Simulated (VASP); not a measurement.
# Ta5W3 (C2/m) in VASP: single point with PBE

Aim: the single point of Ta5W3 with PBE.

Everything below comes from runs of VASP 6.6.1. Logs are shortened: lines on timing, memory, paths and dates and some standing lists are left out, and cuts for length are marked.

## (1) The cell of the first run

The typed cell holds 16 atoms: a = 6.532 Å, b = 6.516 Å, c = 6.532 Å, α = 90.01°, β = 90.00°, γ = 89.99°.

## (2) Single point, PBE

Contents of INCAR:

```
SYSTEM = Ta5W3
PREC = Accurate
ENCUT = 520
EDIFF = 1E-6
ISMEAR = 0
SIGMA = 0.1
LREAL = Auto
LASPH = .True.
NELM = 80
ALGO = Fast
ISIF = 2
LWAVE = .False.
LCHARG = .False.
GGA = PE
NBANDS = 111
LUSENCCL = .False.
```

Contents of KPOINTS:

```
Automatic mesh
0
Gamma
  5 5 5
  0 0 0
```

Contents of POSCAR:

```
Ta5W3
1.0
    6.5320260000      0.0004550000      0.0001240000
    0.0003150000      6.5155450000     -0.0003120000
    0.0001240000     -0.0004730000      6.5321030000
Ta W
10 6
Direct
    0.9962732038      0.9996790061      0.0037317372
    0.5037805474      0.9996838044      0.0037329897
    0.9962732751      0.4996784823      0.0037293487
    0.9962724402      0.9996804729      0.4962194899
    0.5037815658      0.4996808805      0.0037308864
    0.5037795568      0.9996852340      0.4962211592
    0.9962714544      0.4996833478      0.4962217060
    0.2500253873      0.2496823187      0.7499759124
    0.5037795306      0.4996857082      0.4962236599
    0.2500271673      0.7496818497      0.7499768611
    0.2500267314      0.2496837722      0.2499756480
    0.7500267356      0.2496823308      0.2499775885
    0.2500264129      0.7496804347      0.2499768253
    0.7500259609      0.7496819136      0.2499753562
    0.7500283908      0.2496806893      0.7499743846
    0.7500247727      0.7496835318      0.7499782801
```

Potentials or basis: VASP PAW PBE potentials, release 64 (Ta_pv, W_sv).

Command:

```bash
$ cat potpaw_PBE.64/Ta_pv/POTCAR potpaw_PBE.64/W_sv/POTCAR > POTCAR
$ mpirun -np 1 vasp_std > vasp.out
```

OUTCAR:

```text
SYSTEM = Ta5W3
   PREC = Accurate
   ENCUT = 520
   EDIFF = 1E-6
   ISMEAR = 0
   LREAL = Auto
   LASPH = .True.
   NELM = 80
   ISIF = 2
   GGA = PE

 ion  position               nearest neighbor table
   1  0.996  1.000  0.004-  12 2.80  14 2.80  16 2.83  13 2.83  11 2.83  15 2.83  10 2.85   8 2.85
                             2 3.22   4 3.22   3 3.26   3 3.26   2 3.32   4 3.32
   2  0.504  1.000  0.004-  12 2.80  14 2.80  11 2.83  16 2.83  13 2.83  15 2.83  10 2.85   8 2.85
                             1 3.22   6 3.22   5 3.26   5 3.26   1 3.32   6 3.32
   3  0.996  0.500  0.004-  14 2.80  12 2.80  11 2.83  15 2.83  13 2.83  16 2.83   8 2.85  10 2.85
                             5 3.22   7 3.22   1 3.26   1 3.26   5 3.32   7 3.32
   4  0.996  1.000  0.496-  14 2.80  12 2.80  13 2.83  15 2.83  11 2.83  16 2.83   8 2.85  10 2.85
                             6 3.22   1 3.22   7 3.26   7 3.26   6 3.32   1 3.32
   5  0.504  0.500  0.004-  14 2.80  12 2.80  13 2.83  15 2.83  11 2.83  16 2.83   8 2.85  10 2.85
                             3 3.22   9 3.22   2 3.26   2 3.26   3 3.32   9 3.32
   6  0.504  1.000  0.496-  14 2.80  12 2.80  15 2.83  11 2.83  13 2.83  16 2.83   8 2.85  10 2.85
                             4 3.22   2 3.22   9 3.26   9 3.26   4 3.32   2 3.32
   7  0.996  0.500  0.496-  12 2.80  14 2.80  11 2.83  16 2.83  13 2.83  15 2.83  10 2.85   8 2.85
                             9 3.22   3 3.22   4 3.26   4 3.26   9 3.32   3 3.32
   8  0.250  0.250  0.750-   3 2.85   6 2.85   5 2.85   7 2.85   4 2.85   2 2.85   9 2.85   1 2.85
                            10 3.26  10 3.26  15 3.27  15 3.27  11 3.27  11 3.27
   9  0.504  0.500  0.496-  12 2.80  14 2.80  13 2.83  16 2.83  11 2.83  15 2.83  10 2.85   8 2.85
[... 24 lines left out ...]
 A1 = (   6.5317110000,  -6.5150900000,   0.0004360000)
 A2 = (  -0.0004390000,  -6.5150720000,  -6.5317910000)
 A3 = (   0.0003150000,   6.5155450000,  -0.0003120000)

Analysis of symmetry for initial positions (statically):
=====================================================================
 Subroutine PRICEL returns following result:

  LATTYP: Found a base centered monoclinic cell.
 ALAT       =    15.9718799919
 B/A-ratio  =     0.5783858615
 C/A-ratio  =     0.2039690876
 COS(beta)  =    -0.8157788930

  Lattice vectors:

 A1 = (   6.5317110003,  -6.5150845634,   0.0004359997)
 A2 = (  -0.0004389997,  -6.5150665634,  -6.5317910003)
 A3 = (   0.0001574999,   3.2577697817,  -0.0001559999)

   2 primitive cells build up your supercell.

 Routine SETGRP: Setting up the symmetry group for a
 base centered monoclinic supercell.

 Subroutine GETGRP returns: Found  4 space group operations
 (whereof  2 operations were pure point group operations)
 out of a pool of  4 trial point group operations.

The static configuration has the point symmetry C_1h.
[... 152 lines left out ...]
   NUPDOWN=      -1.0000    fix difference up-down
   EMIN   =  10.00;   EMAX   =-10.00  energy-range for DOS
   EFERMI =   0.00;   METHOD = LEGACY
   ISMEAR =     0;   SIGMA  =   0.10  broadening in eV -4-tet -1-fermi 0-gaus
   EFERMI_NEDOS =   21; number of points for ismear=-14 and -15
   IALGO  =     68    algorithm
   IMIX   =      4    mixing-type and parameters
     AMIX     =   0.40;   BMIX     =  1.00
     AMIX_MAG =   1.60;   BMIX_MAG =  1.00
  volume/ion in A,a.u.               =      17.38       117.25
  Fermi-wavevector in a.u.,A,eV,Ry     =   1.452083  2.744039 28.688507  2.108546
  Thomas-Fermi vector in A             =   2.569506
   LORBIT       =      0    0 simple, 1 ext, 2 COOP (PROOUT), +10 PAW based schemes
   GGA     = PE    functional components
   LHFCALC =     F    Hartree Fock is set to
   AEXX    =    0.0000 exact exchange contribution
   IVDW    =     0    specifies the selected vdW correction
   LEPSILON=     F    determine dielectric tensor
   LRPA    =     F    only Hartree local field effects (RPA)
 non-spin polarized calculation
 RMM-DIIS sequential band-by-band and
 Gauss-broadening in eV      SIGMA  =   0.10
  energy-cutoff  :      520.00
  volume of cell :      278.00
 maximum number of plane-waves:      7500
 NGX is ok and might be reduce to    50
   NGX = 25   NGY = 25   NGZ = 25

 number of electron     194.0000064 magnetization

 Free energy of the ion-electron system (eV)
  ---------------------------------------------------
  ext. energy  EPLUGINS =         0.00000000
  ---------------------------------------------------
  free energy    TOTEN  =      -196.97790503 eV

  energy without entropy =     -196.90527635  energy(sigma->0) =     -196.94159069

 E-fermi :   7.1376     XC(G=0): -12.9195

 val. band max:        7.1191936505   @ k =  -0.2000   0.4000   0.0000
 cond. band min:       7.1620480133   @ k =  -0.4000  -0.2000   0.4000
 fundamental gap:      0.0428543628
 Fermi energy:         7.1376023104

 k-point     1 :       0.0000    0.0000    0.0000
  band No.  band energies     occupation
      1     -66.0732      2.00000
      2     -66.0725      2.00000
      3     -66.0675      2.00000
      4     -66.0668      2.00000
      5     -66.0106      2.00000
      6     -66.0048      2.00000
[... 2677 lines left out ...]
    108       9.9034      0.00000
    109       9.9931      0.00000

 [... further k-points ...]

 [bands above 109 left out]

------------------------ aborting loop because EDIFF is reached ----------------------------------------

  FORCE on cell =-STRESS in cart. coord.  units (eV):
  Direction    XX          YY          ZZ          XY          YZ          ZX
  --------------------------------------------------------------------------------------
  -------------------------------------------------------------------------------------
  Total       -1.0558597     -1.1599328     -1.0558846     -0.0143478      0.0143507     -0.0043502
  in kB       -6.0850635     -6.6848509     -6.0852069     -0.0826884      0.0827049     -0.0250705
  external PRESSURE =      -6.2850404 kB  Pullay stress =       0.0000000 kB

 VOLUME and BASIS-vectors are now :
 -----------------------------------------------------------------------------
  energy-cutoff  :      520.00
  volume of cell :      278.00
      direct lattice vectors                 reciprocal lattice vectors
     6.532026000  0.000455000  0.000124000     0.153091859 -0.000007402 -0.000002907
     0.000315000  6.515545000 -0.000312000    -0.000010691  0.153479104  0.000011114
     0.000124000 -0.000473000  6.532103000    -0.000002907  0.000007331  0.153090054

 POSITION                                       TOTAL-FORCE (eV/Angst)
 -----------------------------------------------------------------------------------
      6.50800      6.51391      0.02419         0.036483      0.000609     -0.036484
      3.29102      6.51371      0.02413        -0.036724      0.000000     -0.036725
      6.50784      3.25613      0.02433         0.036483      0.000609     -0.036484
      6.50805      6.51368      3.24117         0.036724     -0.000000      0.036725
      3.29087      3.25592      0.02428        -0.036724      0.000000     -0.036725
      3.29108      6.51349      3.24112        -0.036483     -0.000609      0.036484
[... 8 lines left out ...]
      4.89938      1.62679      4.89893        -0.000000      0.000000      0.000000
      4.89951      4.88458      4.89879        -0.000000     -0.000000      0.000000
 -----------------------------------------------------------------------------------
    total drift:                               -0.038546     -0.054030     -0.083848

  FREE ENERGIE OF THE ION-ELECTRON SYSTEM (eV)
  ---------------------------------------------------
  free  energy   TOTEN  =      -196.9779050335 eV

  energy  without entropy=     -196.9052763465  energy(sigma->0) =     -196.94159069
```

It took 4.1 min on 1 × NVIDIA H100 80GB with 1 thread of AMD EPYC 7R13 (Zen 3), shared host; peak memory 1.9 GiB.

What came out:

| Quantity | Value |
| --- | --- |
| Free energy | -196.9779 eV |
| Pressure | -0.6 GPa |
| Largest force | 0.052 eV/Å |
| Band gap on the k mesh | zero (bands 97 and 98 overlap by 2.25 eV) |

Forces on the atoms (eV/Å):
```
Ta   0.036  0.001 -0.036
Ta  -0.037  0.000 -0.037
Ta   0.036  0.001 -0.036
Ta   0.037  0.000  0.037
Ta  -0.037  0.000 -0.037
Ta  -0.036 -0.001  0.036
Ta   0.037  0.000  0.037
Ta   0.000  0.000  0.000
Ta  -0.036 -0.001  0.036
Ta   0.000  0.000  0.000
W    0.000  0.000  0.000
W    0.000  0.000  0.000
W    0.000  0.000  0.000
W    0.000  0.000  0.000
W    0.000  0.000  0.000
W    0.000  0.000  0.000
```

Levels at points of the mesh, in eV from the Fermi level:
```tsv
k point	band 97	band 98	band 99	band 100	band 101	band 102
(0.00, 0.00, 0.00)	1.21	1.21	1.21	1.21	1.23	1.26
```

Caveat: spin-orbit coupling is left out, which moves the levels of the heavy elements.

The gap in the log of VASP goes by the Fermi energy; the results here count the filled bands.